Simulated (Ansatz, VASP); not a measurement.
LiNbO3 in VASP and in Ansatz

```xyz
10
Lattice="2.5945 1.4979 4.6647 -2.5945 1.4979 4.6647 0.0000 -2.9959 4.6647" Properties=species:S:1:pos:R:3 pbc="T T T"
Li    0.0000    0.0000    3.9306
Li    0.0000    0.0000   10.9278
Nb    0.0000    0.0000    0.0050
Nb    0.0000    0.0000    7.0021
O    -0.6425   -1.4583    5.5531
O     1.5842    0.1727    5.5531
O    -0.9416    1.2856    5.5531
O    -1.6529   -0.2124    7.8855
O     0.6425    1.5376    7.8855
O     1.0104   -1.3253    7.8855
```

Alike in both runs: task relaxation of cell and atoms; functional PBE; k mesh 6 × 6 × 6; occupations gaussian, width 0.02 eV; no spin polarisation.

|  | VASP | Ansatz |
| --- | --- | --- |
| version | VASP 6.6.1 | Ansatz 0.2.0 |
| potentials or method | VASP PAW PBE potentials, release 64 (Li_sv, Nb_sv, O), cutoff 600 eV | scalar-relativistic, plane waves, PAW |
| valence electrons in the cell | 68 | 68 |

```csv
,VASP,Ansatz,Ansatz less VASP
"gap on the k mesh at the Fermi level, each at its own relaxed structure (eV)",3.54,3.57,+0.025
relaxed volume (Å³/atom),10.84,10.90,+0.055
relaxed length of the cell vector where the two differ most in proportion (Å),5.541,5.550,+0.0094
```

Noted on VASP's run: the cutoff is under 1.25 times that of the potentials, so the pressure is a little rough.
